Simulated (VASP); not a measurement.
# NaRu: single point with PBE

Crystal: NaRu.

```
Na Ru
1.0
     2.70661    0.00000    0.00000
    -1.35331    2.34399    0.00000
     0.00000    0.00000    5.21844
Na Ru
1 1
Direct
  0.66667 0.33333 0.00000
  0.00000 0.00000 0.50000
```

```
Program             : VASP 6.6.1
Task                : single point
Functional          : PBE
Potentials or basis : VASP PAW PBE potentials, release 64 (Na_pv, Ru_pv)
Cutoff              : 520 eV
k mesh              : 6 × 6 × 4
Occupations         : gaussian, width 0.1 eV
Spin                : no spin polarisation
```

```json
{"Pressure": "0.1 GPa", "Band gap on the k mesh": "zero (an odd number of electrons rules out a gap without spin polarisation)"}
```

Stress tensor (GPa, compression positive):
```
-0.02  0.00  0.00
 0.00 -0.02  0.00
 0.00  0.00  0.20
```

Levels at points of the mesh, in eV from the Fermi level:
```tsv
k point	band 8	band 9	band 10	band 11	band 12	band 13	band 14	band 15
(0.00, 0.00, 0.00)	-3.49	-1.32	-1.32	0.32	0.86	0.86	3.72	11.16
(0.50, 0.00, 0.00)	-3.04	-0.92	0.11	1.89	2.45	5.42	6.08	8.03
(0.00, 0.00, 0.50)	-2.91	-2.34	-1.32	-1.32	0.85	0.85	7.07	11.15
(0.50, 0.00, 0.50)	-3.19	-0.58	0.12	2.45	2.70	3.30	6.39	7.67
```

It took 6.7 s on 1 thread of Intel(R) Xeon(R) 6975P-C (Granite Rapids), with other jobs on the host, peak memory 0.14 GiB.

Caveat: the k points lie up to 0.45 Å⁻¹ apart, too coarse for converged energies and pressures of a metal.
